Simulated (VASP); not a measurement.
Here is a VASP 6.6.1 calculation.

Contents of INCAR:

```
PREC     = Accurate       # precision mode
ENCUT    = 520            # plane-wave cutoff, eV
EDIFF    = 1E-7           # SCF threshold, eV
ISMEAR   = 0              # smearing method
SIGMA    = 0.1            # smearing width, eV
LREAL    = False          # projectors in reciprocal space
LASPH    = True           # aspherical terms in the spheres
NELM     = 150            # most SCF steps
ALGO     = Normal         # electronic algorithm
ISIF     = 2              # what is computed and relaxed
LWAVE    = False          # write WAVECAR
LCHARG   = False          # write CHGCAR
ISPIN    = 2              # spin polarisation
MAGMOM   = 0.36 3.71 -0.05 -0.05 -0.05 # initial moments
LORBIT   = 11             # projections on sites
LMAXMIX  = 4              # l up to which the mixer works
GGA      = PE             # functional
NBANDS   = 34             # bands
```

Contents of KPOINTS:

```
Automatic mesh
0
Gamma
  3 3 2
```

POSCAR

```
ZrNbSe3
1.0
    6.1471030800      0.0000000000      0.0000000000
   -3.0735515400      5.3235474200      0.0000000000
    0.0000000000      0.0000000000      7.5096528400
Zr Nb Se
1 1 3
Direct
    0.0000000000      0.0000000000      0.0000000000
    0.0000000000      0.0000000000      0.5000000000
    0.5000000000      0.0000000000      0.0000000000
    0.0000000000      0.5000000000      0.0000000000
    0.5000000000      0.5000000000      0.0000000000
```

Potentials or basis: VASP PAW PBE potentials, release 64 (Zr_sv, Nb_sv, Se).

The run is started by

```bash
$ cat potpaw_PBE.64/Zr_sv/POTCAR potpaw_PBE.64/Nb_sv/POTCAR potpaw_PBE.64/Se/POTCAR > POTCAR
$ mpirun -np 1 vasp_std > vasp.out
```

(1) What does it give for the pressure?

(2) Estimate the site moments.

(3) Predict the net moment.

Answers

(1) -5.9 GPa.

(2) Zr +0.31; Nb +2.64; Se -0.04 μB.

(3) 4.55 μB per cell.

Caveat: the k points lie up to 0.42 Å⁻¹ apart.
